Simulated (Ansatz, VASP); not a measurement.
Given: the input of a run of Ansatz 0.2.0 on FeO.

The input input.yaml:

```yaml
crystal:
  lattice:
    - [1.5188209023, 0.8768916568, 2.5195772846]
    - [-1.5188209023, 0.8768916568, 2.5195772846]
    - [0.0, -1.7537833136, 2.5195772846]
  atoms:
    - { symbol: Fe, position: [0.0, 0.0, 0.0], spin: 3.0 }
    - { symbol: O, position: [0.5, 0.5, 0.5] }
hamiltonian:
  xc: revpbe
  pseudopotentials: { kind: paw }
  dispersion: d4
magnetization:
  spin_polarized: true
kpoints:
  mp_grid: { grid: [11, 11, 11] }
scf:
  occupations: { method: fermi_dirac, width: 0.05 }
output:
  forces: true
  stress: true
  eigenvalues: true
relax:
  f_tol: 0.01
  max_steps: 40
  cell: { stress_tol: 0.05 }
```

Potentials or basis: Ansatz PAW.

Launch:

```console
$ ansatz run input.yaml --threads 2 --pin off --max-ram 5632MiB --backend cpu --events-out ev --progress --plain --runs-dir out
```

Problem. Set up the same calculation for VASP 6.6.1. Potentials there: VASP PAW PBE potentials, release 64 (Fe, O).

Solution. As run (the cutoff follows the program's own potentials):

The input INCAR:

```
SYSTEM = FeO
PREC = Accurate ; ENCUT = 600
EDIFF = 1E-7 ; ISMEAR = -1
SIGMA = 0.05 ; LREAL = .FALSE.
LASPH = .TRUE. ; NELM = 150
ALGO = Normal ; ISIF = 3
LWAVE = .FALSE. ; LCHARG = .FALSE.
ISPIN = 2 ; MAGMOM = 3 0
LORBIT = 11 ; LMAXMIX = 4
GGA = RE ; IVDW = 13
IBRION = 2 ; NSW = 60
EDIFFG = -0.01
```

Contents of KPOINTS:

```
regular mesh
0
G
  11 11 11
  0 0 0
```

File POSCAR:

```
FeO
1.0
    1.5188209023      0.8768916568      2.5195772846
   -1.5188209023      0.8768916568      2.5195772846
    0.0000000000     -1.7537833136      2.5195772846
Fe O
1 1
Direct
    0.0000000000      0.0000000000      0.0000000000
    0.5000000000      0.5000000000      0.5000000000
```

Potentials or basis: VASP PAW PBE potentials, release 64 (Fe, O).

Launch:

```sh
$ cat potpaw_PBE.64/Fe/POTCAR potpaw_PBE.64/O/POTCAR > POTCAR
$ mpirun -np 1 vasp_std > vasp.out
```

Both were run:

|  | VASP | Ansatz | Ansatz less VASP |
| --- | --- | --- | --- |
| gap on the k mesh at the Fermi level, each at its own relaxed structure (eV) | none | none | - |
| net moment per atom (μB) | 2.00 | 2.00 | 0.000 |
| size of the moment on the site where the two differ most (μB) | 3.62 | 3.45 | -0.174 |
| relaxed volume (Å³/atom) | 9.84 | 9.84 | 0.000 |
| relaxed cell length with the largest relative difference (Å) | 3.032 | 3.031 | -0.0009 |

VASP's potentials were made for PBE, not for revPBE. Site moments also hang on the region over which each program counts them. A gap of «none» marks a metal or a gap that the smearing closes. VASP's potentials hold 14 valence electrons a cell and Ansatz's 22, so a difference there can come from the potentials and not from the codes.

Noted on Ansatz's run: the plane-wave basis is chosen anew once the cell has moved, so the energies of steps on either side of that aren't comparable.
